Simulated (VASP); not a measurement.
# Si16H4CO in VASP: further runs

Runs on Si16H4CO. Level: PBE+D3(BJ). Tasks: single point.

Everything below comes from runs of VASP 6.6.1. Logs are shortened: lines on timing, memory, paths and dates and some standing lists are left out, and cuts for length are marked.

### 1 The cell of the first run

The cell holds a slab with vacuum, 22 atoms: a = 7.679 Å, b = 7.679 Å, c = 18.419 Å, α = 90.00°, β = 90.00°, γ = 60.00°.

### 2 Single point, PBE+D3(BJ)

Contents of INCAR:

```
  ALGO = Normal
  EDIFF = 1E-6
  ENCUT = 1000
  GGA = PE
  GGA_COMPAT = False
  ISIF = 2
  ISMEAR = -1
  IVDW = 12
  LASPH = True
  LCHARG = False
  LREAL = Auto
  LWAVE = False
  NBANDS = 56
  NELM = 120
  NELMDL = -8
  PREC = Accurate
  SIGMA = 0.05
```

Contents of KPOINTS:

```
k-points
0
Gamma
  2 2 1
```

Contents of POSCAR:

```
Si16H4CO
1.0
    7.6791800000      0.0000000000      0.0000000000
    3.8395900000      6.6503650000      0.0000000000
    0.0000000000      0.0000000000     18.4187650000
H Si C O
4 16 1 1
Direct
    0.1666668792      0.1666675438      0.0542924566
    0.6666681814      0.1666675438      0.0542924566
    0.1666662146      0.6666701752      0.0542924566
    0.6666675168      0.6666701752      0.0542924566
    0.1666668792      0.1666675438      0.1357311416
    0.6666681814      0.1666675438      0.1357311416
    0.1666662146      0.6666701752      0.1357311416
    0.6666675168      0.6666701752      0.1357311416
   -0.1674746712      0.3340117422      0.1764667718
    0.3335766118      0.3335004921      0.1751583236
   -0.1667087498      0.8332625352      0.1754515029
    0.3338913242      0.8325858806      0.1764179086
   -0.1633140655      0.3312900871      0.3026261533
    0.3306652150      0.3305983957      0.3011439692
   -0.1662997017      0.8336685280      0.3009267994
    0.3312227316      0.8367510655      0.3025447146
   -0.0008681706     -0.0008420590      0.3383343020
    0.5018794907     -0.0013081989      0.3371507264
   -0.0012825298      0.5018371172      0.3371833019
    0.4992566456      0.4992507930      0.3276821220
    0.6275687477      0.5963883185      0.5128139699
    0.6169071624      0.5866144189      0.5740830072
```

Potentials or basis: VASP PAW PBE potentials, release 64 (H_h, Si, C_h, O_h).

Started as:

```console
$ cat potpaw_PBE.64/H_h/POTCAR potpaw_PBE.64/Si/POTCAR potpaw_PBE.64/C_h/POTCAR potpaw_PBE.64/O_h/POTCAR > POTCAR
$ mpirun -np 1 vasp_std > vasp.out
```

OUTCAR:

```text
EDIFF = 1E-6
   ENCUT = 1000
   GGA = PE
   ISIF = 2
   ISMEAR = -1
   IVDW = 12
   LASPH = True
   LREAL = Auto
   NELM = 120
   NELMDL = -8
   PREC = Accurate
 IVDW          = 12

 ion  position               nearest neighbor table
   1  0.167  0.167  0.054-   5 1.50
   2  0.667  0.167  0.054-   6 1.50
   3  0.167  0.667  0.054-   7 1.50
   4  0.667  0.667  0.054-   8 1.50
   5  0.167  0.167  0.136-   1 1.50  10 2.34  12 2.34   9 2.35
   6  0.667  0.167  0.136-   2 1.50  10 2.33  11 2.33   9 2.34
   7  0.167  0.667  0.136-   3 1.50  10 2.33  11 2.33  12 2.34
   8  0.667  0.667  0.136-   4 1.50  11 2.33   9 2.34  12 2.34
   9  0.833  0.334  0.176-  13 2.32   8 2.34   6 2.34   5 2.35
  10  0.334  0.334  0.175-  14 2.32   6 2.33   7 2.33   5 2.34
  11  0.833  0.833  0.175-  15 2.31   8 2.33   7 2.33   6 2.33
  12  0.334  0.833  0.176-  16 2.32   8 2.34   7 2.34   5 2.34
  13  0.837  0.331  0.303-  20 2.29  19 2.30  17 2.30   9 2.32
  14  0.331  0.331  0.301-  20 2.30  18 2.31  19 2.31  10 2.32
  15  0.834  0.834  0.301-  18 2.31  19 2.31  17 2.31  11 2.31
  16  0.331  0.837  0.303-  20 2.29  18 2.30  17 2.30  12 2.32
  17  0.999  0.999  0.338-  13 2.30  16 2.30  15 2.31
  18  0.502  0.999  0.337-  16 2.30  14 2.31  15 2.31
  19  0.999  0.502  0.337-  13 2.30  14 2.31  15 2.31
  20  0.499  0.499  0.328-  13 2.29  16 2.29  14 2.30
  21  0.628  0.596  0.513-  22 1.14
  22  0.617  0.587  0.574-  21 1.14

  LATTYP: Found a hexagonal cell.
 ALAT       =     7.6791800344
 C/A-ratio  =     2.3985327753

  Lattice vectors:

 A1 = (  -3.8395900000,  -6.6503650000,   0.0000000000)
 A2 = (   7.6791800000,   0.0000000000,   0.0000000000)
 A3 = (   0.0000000000,   0.0000000000,  18.4187650000)

Analysis of symmetry for initial positions (statically):
=====================================================================
 Subroutine PRICEL returns:
 Original cell was already a primitive cell.

 Routine SETGRP: Setting up the symmetry group for a
 hexagonal supercell.

 Subroutine GETGRP returns: Found  1 space group operations
 (whereof  1 operations were pure point group operations)
 out of a pool of 24 trial point group operations.

The static configuration has the point symmetry C_1 .

Analysis of symmetry for dynamics (positions and initial velocities):
=====================================================================
 Subroutine PRICEL returns:
 Original cell was already a primitive cell.

 Routine SETGRP: Setting up the symmetry group for a
 hexagonal supercell.

 Subroutine GETGRP returns: Found  1 space group operations
 (whereof  1 operations were pure point group operations)
 out of a pool of 24 trial point group operations.

The dynamic configuration has the point symmetry C_1 .

 Subroutine INISYM returns: Found  1 space group operations
 (whereof  1 operations are pure point group operations),
 and found     1 'primitive' translations

----------------------------------------------------------------------------------------

                                     Primitive cell

  volume of cell :     940.6344

  direct lattice vectors                    reciprocal lattice vectors
     7.679180000  0.000000000  0.000000000     0.130222237 -0.075183843  0.000000000
     3.839590000  6.650365000  0.000000000     0.000000000  0.150367687  0.000000000
     0.000000000  0.000000000 18.418765000     0.000000000  0.000000000  0.054292457

  length of vectors
     7.679180000  7.679180034 18.418765000     0.150367687  0.150367687  0.054292457

  position of ions in fractional coordinates (direct lattice)
     0.166666879  0.166667544  0.054292457
     0.666668181  0.166667544  0.054292457
     0.166666215  0.666670175  0.054292457
     0.666667517  0.666670175  0.054292457
     0.166666879  0.166667544  0.135731142
     0.666668181  0.166667544  0.135731142
[... 14 lines left out ...]
     0.627568748  0.596388318  0.512813970
     0.616907162  0.586614419  0.574083007

  ion indices of the primitive-cell ions
   primitive index   ion index
                 1           1
                 2           2
                 3           3
                 4           4
                 5           5
                 6           6
[... 14 lines left out ...]
                21          21
                22          22

----------------------------------------------------------------------------------------

 KPOINTS: k-points

Automatic generation of k-mesh.
 Grid dimensions read from file:
 generate k-points for:    2    2    1

 Generating k-lattice:

  Cartesian coordinates                     Fractional coordinates (reciprocal lattice)
     0.065111119 -0.037591922  0.000000000     0.500000000 -0.000000000  0.000000000
     0.000000000  0.075183843  0.000000000     0.000000000  0.500000000  0.000000000
     0.000000000  0.000000000  0.054292457     0.000000000  0.000000000  1.000000000

  Length of vectors
     0.075183844  0.075183843  0.054292457

  Shift w.r.t. Gamma in fractional coordinates (k-lattice)
     0.000000000  0.000000000  0.000000000

 Subroutine IBZKPT returns following result:
 ===========================================

 Found      4 irreducible k-points:

 Following reciprocal coordinates:
            Coordinates               Weight
  0.000000  0.000000  0.000000      1.000000
  0.500000  0.000000  0.000000      1.000000
  0.500000  0.500000  0.000000      1.000000
  0.000000  0.500000  0.000000      1.000000
   k-points           NKPTS =      4   k-points in BZ     NKDIM =      4   number of bands    NBANDS=     56
   number of dos      NEDOS =    301   number of ions     NIONS =     22
   total plane-waves  NPLWV = ******
   dimension x,y,z NGX =    80 NGY =   80 NGZ =  192
   dimension x,y,z NGXF=   160 NGYF=  160 NGZF=  384
   ions per type =               4  16   1   1
   NGX,Y,Z   is equivalent  to a cutoff of  17.32, 17.32, 17.33 a.u.
   NGXF,Y,Z  is equivalent  to a cutoff of  34.64, 34.64, 34.66 a.u.
 SYSTEM =  unknown system
   PREC   = accura    normal or accurate (medium, high low for compatibility)
   ISTART =      0    job   : 0-new  1-cont  2-samecut
   ICHARG =      2    charge: 1-file 2-atom 10-const
   ISPIN  =      1    spin polarized calculation?
   LNONCOLLINEAR =      F non collinear calculations
   LSORBIT =      F    spin-orbit coupling
   LASPH  =      T    aspherical Exc in radial PAW
   ENCUT  = 1000.0 eV  73.50 Ry    8.57 a.u.  19.80 19.80 47.49*2*pi/ulx,y,z
   NELM   =    120;   NELMIN=  2; NELMDL= -8     # of ELM steps
   EDIFF  = 0.1E-05   stopping-criterion for ELM
   LREAL  =      T    real-space projection
   EDIFFG = 0.1E-04   stopping-criterion for IOM
   NSW    =      0    number of steps for IOM
   IBRION =     -1    ionic relax: 0-MD 1-quasi-New 2-CG
   NFREE  =      0    steps in history (QN), initial steepest desc. (CG)
   ISIF   =      2    stress and relaxation
   ISYM   =      2    0-nonsym 1-usesym 2-fastsym
   POTIM  = 0.5000    time-step for ionic-motion
   TEBEG  =    0.0;   TEEND  =   0.0 temperature during run
   PSTRESS=    0.0 pullay stress
   NELECT =      78.0000    total number of electrons
   NUPDOWN=      -1.0000    fix difference up-down
   EMIN   =  10.00;   EMAX   =-10.00  energy-range for DOS
   EFERMI =   0.00;   METHOD = LEGACY
   ISMEAR =    -1;   SIGMA  =   0.05  broadening in eV -4-tet -1-fermi 0-gaus
   EFERMI_NEDOS =   21; number of points for ismear=-14 and -15
   IALGO  =     38    algorithm
   IMIX   =      4    mixing-type and parameters
     AMIX     =   0.40;   BMIX     =  1.00
     AMIX_MAG =   1.60;   BMIX_MAG =  1.00
  volume/ion in A,a.u.               =      42.76       288.53
  Fermi-wavevector in a.u.,A,eV,Ry     =   0.713892  1.349061  6.934105  0.509642
  Thomas-Fermi vector in A             =   1.801649
   LORBIT       =      0    0 simple, 1 ext, 2 COOP (PROOUT), +10 PAW based schemes
   GGA     = PE    functional components
   LHFCALC =     F    Hartree Fock is set to
   AEXX    =    0.0000 exact exchange contribution
   IVDW    =    12    specifies the selected vdW correction
   LEPSILON=     F    determine dielectric tensor
   LRPA    =     F    only Hartree local field effects (RPA)
 non-spin polarized calculation
  energy-cutoff  :     1000.00
  volume of cell :      940.63
 maximum number of plane-waves:     67559
 NGX is ok and might be reduce to    80
   NGX = 39   NGY = 39   NGZ = 95

 number of electron      78.0000001 magnetization

 Free energy of the ion-electron system (eV)
  ---------------------------------------------------
  ext. energy  EPLUGINS =         0.00000000
  ---------------------------------------------------
  free energy    TOTEN  =      -108.70172461 eV

  energy without entropy =     -108.58102795  energy(sigma->0) =     -108.64137628

 E-fermi :  -0.6622     XC(G=0):  -4.4425

 val. band max:       -0.7096203266   @ k =   0.5000   0.5000   0.0000
 cond. band min:      -0.5796326175   @ k =   0.5000   0.0000   0.0000
 fundamental gap:      0.1299877091
 Fermi energy:        -0.6621728095

 k-point     1 :       0.0000    0.0000    0.0000
  band No.  band energies     occupation
      1     -25.4626      2.00000
      2     -12.4852      2.00000
      3     -11.1537      2.00000
      4     -10.3564      2.00000
      5     -10.3008      2.00000
      6     -10.2988      2.00000
[... 43 lines left out ...]
     50       1.5735      0.00000
     51       1.8695      0.00000

 k-point     2 :       0.5000    0.0000    0.0000
  band No.  band energies     occupation
      1     -25.4626      2.00000
      2     -11.8047      2.00000
      3     -11.7435      2.00000
      4     -10.5097      2.00000
      5     -10.4800      2.00000
      6     -10.4557      2.00000
[... 43 lines left out ...]
     50       2.5639      0.00000
     51       2.6885      0.00000

 k-point     3 :       0.5000    0.5000    0.0000
  band No.  band energies     occupation
      1     -25.4626      2.00000
      2     -11.7979      2.00000
      3     -11.7507      2.00000
      4     -10.5037      2.00000
      5     -10.4796      2.00000
      6     -10.4542      2.00000
[... 43 lines left out ...]
     50       2.6143      0.00000
     51       2.6375      0.00000

 k-point     4 :       0.0000    0.5000    0.0000
  band No.  band energies     occupation
      1     -25.4626      2.00000
      2     -11.8047      2.00000
      3     -11.7435      2.00000
      4     -10.5094      2.00000
      5     -10.4805      2.00000
      6     -10.4557      2.00000
[... 43 lines left out ...]
     50       2.5656      0.00000
     51       2.6876      0.00000
 [bands above 51 left out]

------------------------ aborting loop because EDIFF is reached ----------------------------------------

 Edisp (eV)   -4.15089

 E8    (eV) :    -1.7590

  FORCE on cell =-STRESS in cart. coord.  units (eV):
  Direction    XX          YY          ZZ          XY          YZ          ZX
  --------------------------------------------------------------------------------------
  -------------------------------------------------------------------------------------
  Total       5.28000     5.22648     3.77818     0.04816     0.01127     0.04727
  in kB       8.99339     8.90224     6.43535     0.08203     0.01920     0.08052
  external pressure =        8.11 kB  Pullay stress =        0.00 kB

 VOLUME and BASIS-vectors are now :
 -----------------------------------------------------------------------------
  energy-cutoff  :     1000.00
  volume of cell :      940.63
      direct lattice vectors                 reciprocal lattice vectors
     7.679180000  0.000000000  0.000000000     0.130222237 -0.075183843  0.000000000
     3.839590000  6.650365000  0.000000000     0.000000000  0.150367687  0.000000000
     0.000000000  0.000000000 18.418765000     0.000000000  0.000000000  0.054292457

 POSITION                                       TOTAL-FORCE (eV/Angst)
 -----------------------------------------------------------------------------------
      1.91980      1.10840      1.00000        -0.024202     -0.012696     -0.084028
      5.75940      1.10840      1.00000         0.014098      0.005856     -0.096226
      3.83960      4.43360      1.00000         0.011551      0.008309     -0.097492
      7.67920      4.43360      1.00000        -0.009797     -0.005527     -0.101697
      1.91980      1.10840      2.50000        -0.040704     -0.020451      0.079942
      5.75940      1.10840      2.50000         0.040716     -0.005795     -0.031094
[... 14 lines left out ...]
      7.10910      3.96620      9.44540        -0.001669     -0.000179     -0.129549
      6.98970      3.90120     10.57390         0.007954      0.003241     -0.064628
 -----------------------------------------------------------------------------------
    total drift:                               -0.000671     -0.002811      0.015038

  FREE ENERGIE OF THE ION-ELECTRON SYSTEM (eV)
  ---------------------------------------------------
  free  energy   TOTEN  =      -112.8526186360 eV

  energy  without entropy=     -112.7319219703  energy(sigma->0) =     -112.79227030
```

Wall time 32 min (1 thread of Intel Xeon Platinum 8259CL at 2.50GHz (Skylake/Cascade Lake), shared host); peak memory 2.2 GiB.

Results:

```
Free energy                : -112.8526 eV
Largest force              : 0.341 eV/Å
Band gap on the k mesh     : zero (bands 39 and 40 overlap by 0.19 eV)
Dispersion energy per atom : -0.189 eV
```

Forces in eV/Å, atoms in the order of the input:
```
H   -0.024 -0.013 -0.084
H    0.014  0.006 -0.096
H    0.012  0.008 -0.097
H   -0.010 -0.006 -0.102
Si  -0.041 -0.020  0.080
Si   0.041 -0.006 -0.031
Si   0.013  0.034 -0.036
Si  -0.010 -0.002 -0.022
Si  -0.007  0.026 -0.302
Si   0.012  0.008 -0.240
Si  -0.006 -0.004 -0.263
Si   0.021 -0.018 -0.305
Si   0.059 -0.044  0.314
Si  -0.055 -0.034  0.335
Si  -0.003 -0.003  0.288
Si  -0.013  0.072  0.314
Si  -0.025 -0.013  0.192
Si   0.017 -0.006  0.176
Si   0.004  0.014  0.181
Si  -0.005 -0.004 -0.108
C   -0.002  0.000 -0.130
O    0.008  0.003 -0.065
```

Levels at points of the mesh, in eV from the Fermi level:
| k point | band 37 | band 38 | band 39 | band 40 | band 41 | band 42 |
| --- | --- | --- | --- | --- | --- | --- |
| (0.00, 0.00, 0.00) | -0.53 | -0.31 | -0.25 | -0.24 | 0.31 | 0.84 |
| (0.50, 0.00, 0.00) | -1.25 | -0.07 | -0.05 | 0.08 | 0.25 | 1.55 |
| (0.50, 0.50, 0.00) | -1.25 | -0.05 | -0.05 | 0.10 | 0.21 | 1.58 |
| (0.00, 0.50, 0.00) | -1.25 | -0.07 | -0.05 | 0.08 | 0.25 | 1.55 |

Caveat: the k points lie up to 0.47 Å⁻¹ apart; there is no dipole correction, which matters where the two faces differ.

### 3 Single point, PBE+D3(BJ)

INCAR is that of step 2.

KPOINTS is that of step 2.

Contents of POSCAR:

```
Si16H4CO
1.0
    7.6791800000      0.0000000000      0.0000000000
    3.8395900000      6.6503650000      0.0000000000
    0.0000000000      0.0000000000     18.4187650000
H Si C O
4 16 1 1
Direct
    0.1666668792      0.1666675438      0.0542924566
    0.6666681814      0.1666675438      0.0542924566
    0.1666662146      0.6666701752      0.0542924566
    0.6666675168      0.6666701752      0.0542924566
    0.1666668792      0.1666675438      0.1357311416
    0.6666681814      0.1666675438      0.1357311416
    0.1666662146      0.6666701752      0.1357311416
    0.6666675168      0.6666701752      0.1357311416
   -0.1675608627      0.3341320364      0.1793931352
    0.3334634409      0.3334403450      0.1788230644
   -0.1666291417      0.8333377191      0.1791596776
    0.3340816935      0.8324655865      0.1793822767
   -0.1653074394      0.3325682124      0.3082834273
    0.3321381623      0.3321321461      0.3071921489
   -0.1665144961      0.8334730500      0.3073061630
    0.3325447430      0.8347060650      0.3082508518
   -0.0003609883     -0.0003458457      0.3387414954
    0.5007902987     -0.0004059928      0.3381497076
   -0.0003971244      0.5007695066      0.3381551369
    0.4995009737      0.4994913813      0.3347509999
    0.6122274602      0.5926140896      0.5298346550
    0.6072732324      0.5879376545      0.5921189613
```

Potentials or basis: VASP PAW PBE potentials, release 64 (H_h, Si, C_h, O_h).

Started as:

```console
$ cat potpaw_PBE.64/H_h/POTCAR potpaw_PBE.64/Si/POTCAR potpaw_PBE.64/C_h/POTCAR potpaw_PBE.64/O_h/POTCAR > POTCAR
$ mpirun -np 1 vasp_std > vasp.out
```

Wall time 35 min (1 thread of Intel Xeon Platinum 8259CL at 2.50GHz (Skylake/Cascade Lake), shared host); peak memory 2.2 GiB.

Results (log left out):

| Quantity | Value |
| --- | --- |
| Free energy | -112.7165 eV |
| Largest force | 1.428 eV/Å |
| Band gap on the k mesh | zero (bands 39 and 40 overlap by 0.23 eV) |
| Dispersion energy per atom | -0.186 eV |

Forces in eV/Å, atoms in the order of the input:
```
H   -0.015 -0.008 -0.059
H    0.009  0.001 -0.065
H    0.005  0.007 -0.066
H   -0.003 -0.002 -0.070
Si  -0.022 -0.012  0.549
Si   0.005 -0.007  0.470
Si  -0.003  0.007  0.468
Si   0.025  0.016  0.462
Si   0.007 -0.022 -0.310
Si   0.003  0.001 -0.343
Si  -0.004 -0.001 -0.350
Si  -0.012  0.018 -0.312
Si   0.017 -0.012 -0.336
Si  -0.014 -0.009 -0.318
Si   0.006  0.003 -0.349
Si  -0.002  0.019 -0.335
Si   0.004  0.003  0.331
Si  -0.002 -0.008  0.326
Si  -0.009  0.003  0.329
Si  -0.008 -0.004  0.121
C   -0.039 -0.023  1.282
O    0.053  0.029 -1.426
```

Levels at points of the mesh, in eV from the Fermi level:
```tsv
k point	band 36	band 37	band 38	band 39	band 40	band 41	band 42	band 43
(0.00, 0.00, 0.00)	-0.48	-0.48	-0.32	-0.29	-0.28	0.25	0.80	0.82
(0.50, 0.00, 0.00)	-1.27	-1.26	-0.07	-0.05	0.11	0.20	1.52	1.56
(0.50, 0.50, 0.00)	-1.27	-1.26	-0.06	-0.06	0.11	0.18	1.54	1.55
(0.00, 0.50, 0.00)	-1.27	-1.26	-0.08	-0.06	0.11	0.20	1.52	1.56
```

Caveat: the k points lie up to 0.47 Å⁻¹ apart; there is no dipole correction, which matters where the two faces differ.

The gap in the log of VASP goes by the Fermi energy; the results here count the filled bands.